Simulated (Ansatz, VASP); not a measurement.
**Two plane-wave programs on Tl**

```
Tl
1.0
     0.00000    2.45801    2.45801
     2.45801    0.00000    2.45801
     2.45801    2.45801    0.00000
Tl
1
Direct
  0.00000 0.00000 0.00000
```

Alike in both runs: functional r2SCAN; k mesh 16 × 16 × 16; occupations gaussian, width 0.1 eV; no spin polarisation.

Ansatz relaxed the structure, and its values are those at the end. VASP's run is a single point on that final structure, the one shown.

```csv
,VASP,Ansatz
version,VASP 6.6.1,Ansatz 0.2.0
potentials or method,"VASP PAW PBE potentials, release 64 (Tl_d), cutoff 520 eV","scalar-relativistic, plane waves, PAW"
valence electrons in the cell,13,13
```

Ansatz gave:

| Item | Value |
| --- | --- |
| gap on the k mesh at the Fermi level (eV) | none |
| pressure (GPa) | 0.1 |

**Question.** Estimate VASP's values.

**Answer.** gap on the k mesh at the Fermi level (eV): none; pressure (GPa): 0.0.

VASP's potentials were made for PBE, not for r2SCAN. A gap of «none» marks a metal or a gap that the smearing closes.

Spin-orbit coupling is off throughout.
